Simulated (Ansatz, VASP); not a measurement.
One calculation of H2CI2, two programs

INCAR

```
SYSTEM = H2CI2
PREC = Accurate ; ENCUT = 600
EDIFF = 1E-6 ; ISMEAR = 0
SIGMA = 0.1 ; LREAL = .FALSE.
LASPH = .TRUE. ; NELM = 120
ALGO = Normal ; ISIF = 2
LWAVE = .FALSE. ; LCHARG = .FALSE.
GGA = PS ; NBANDS = 18
GGA_COMPAT = .FALSE.
```

KPOINTS

```
regular mesh
0
G
  6 6 6
  0 0 0
```

Contents of POSCAR:

```
H2CI2
1.0
    0.0000000000      6.4560000000      2.3465000000
    3.5909500000      0.0000000000      2.3465000000
    3.5909500000      6.4560000000      0.0000000000
H C I
2 1 2
Direct
    0.7537900000      0.9786100000      0.2462100000
    0.9786100000      0.7537900000      0.0213900000
    0.9955200000      0.9955200000      0.0044800000
    0.3808600000      0.1072400000      0.8927600000
    0.1072400000      0.3808600000      0.6191400000
```

Input for Ansatz:

```yaml
crystal:
  lattice:
    - [0.0, 6.456, 2.3465]
    - [3.59095, 0.0, 2.3465]
    - [3.59095, 6.456, 0.0]
  atoms:
    - { symbol: H, position: [0.75379, 0.97861, 0.24621] }
    - { symbol: H, position: [0.97861, 0.75379, 0.02139] }
    - { symbol: C, position: [0.99552, 0.99552, 0.00448] }
    - { symbol: I, position: [0.38086, 0.10724, 0.89276] }
    - { symbol: I, position: [0.10724, 0.38086, 0.61914] }
basis:
  ecutwfc: 420
kpoints:
  mp_grid: { grid: [6, 6, 6] }
hamiltonian:
  xc: pbesol
scf:
  occupations: { method: gaussian, width: 0.1 }
output:
  forces: true
  stress: true
  eigenvalues: true
```

Alike in both runs: task single point; functional PBEsol; k mesh 6 × 6 × 6; occupations gaussian, width 0.1 eV; no spin polarisation.

|  | VASP | Ansatz |
| --- | --- | --- |
| version | VASP 6.6.1 | Ansatz 0.2.0 |
| potentials or method | VASP PAW PBE potentials, release 64 (H, C, I), cutoff 600 eV | scalar-relativistic, plane waves, PAW |
| valence electrons in the cell | 20 | 40 |

VASP gave:

| Property | Result |
| --- | --- |
| gap on the k mesh at the Fermi level (eV) | 2.86 |
| least direct gap on the mesh (eV) | 2.94 |
| pressure (GPa) | 4.0 |
| traceless stress, the component that is largest in VASP (GPa) | 3.93 |
| rms of the force components (eV/Å) | 1.645 |

Q: Which values does Ansatz return?

A: gap on the k mesh at the Fermi level (eV): 2.85; least direct gap on the mesh (eV): 2.92; pressure (GPa): 4.0; traceless stress, the component that is largest in VASP (GPa): 3.94; rms of the force components (eV/Å): 1.637.

VASP's potentials were made for PBE, not for PBEsol. Atom by atom the forces differ by 0.008 eV/Å (rms over components). With one functional, cell and mesh, what is left measures potentials, basis and numerics. VASP's potentials hold 20 valence electrons a cell and Ansatz's 40, so a difference there can come from the potentials and not from the codes.

Neither program's run includes spin-orbit coupling.
